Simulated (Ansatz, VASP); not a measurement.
# One calculation of Mg3ZnTe4, two programs

```
CELL_PARAMETERS angstrom
4.53318 0.00000 0.00000
0.00000 4.53318 0.00000
0.00000 0.00000 12.92369
ATOMIC_POSITIONS crystal
Mg 0.00000 0.00000 0.75663
Mg 0.50000 0.50000 0.50000
Mg 0.00000 0.00000 0.24337
Zn 0.50000 0.50000 0.00000
Te 0.50000 0.00000 0.62834
Te 0.00000 0.50000 0.37166
Te 0.50000 0.00000 0.11486
Te 0.00000 0.50000 0.88514
```

Alike in both runs: task single point; functional PBE; k mesh 4 × 4 × 2; occupations gaussian, width 0.1 eV; no spin polarisation.

|  | VASP | Ansatz |
| --- | --- | --- |
| version | VASP 6.6.1 | Ansatz 0.2.0 |
| potentials or method | VASP PAW PBE potentials, release 64 (Mg, Zn, Te), cutoff 520 eV | scalar-relativistic, plane waves, PAW |
| valence electrons in the cell | 42 | 106 |

```csv
,VASP,Ansatz,Ansatz less VASP
gap on the k mesh at the Fermi level (eV),1.81,1.82,+0.006
least direct gap on the mesh (eV),1.81,1.82,+0.006
pressure (GPa),0.1,0.1,-0.01
"traceless stress, the component that is largest in VASP (GPa)",-0.13,-0.13,+0.004
rms of the force components (eV/Å),0.004,0.001,-0.0030
```

Atom by atom the forces differ by 0.003 eV/Å (rms over components). VASP's potentials hold 42 valence electrons a cell and Ansatz's 106, so a difference there can come from the potentials and not from the codes.

Neither program's run includes spin-orbit coupling.
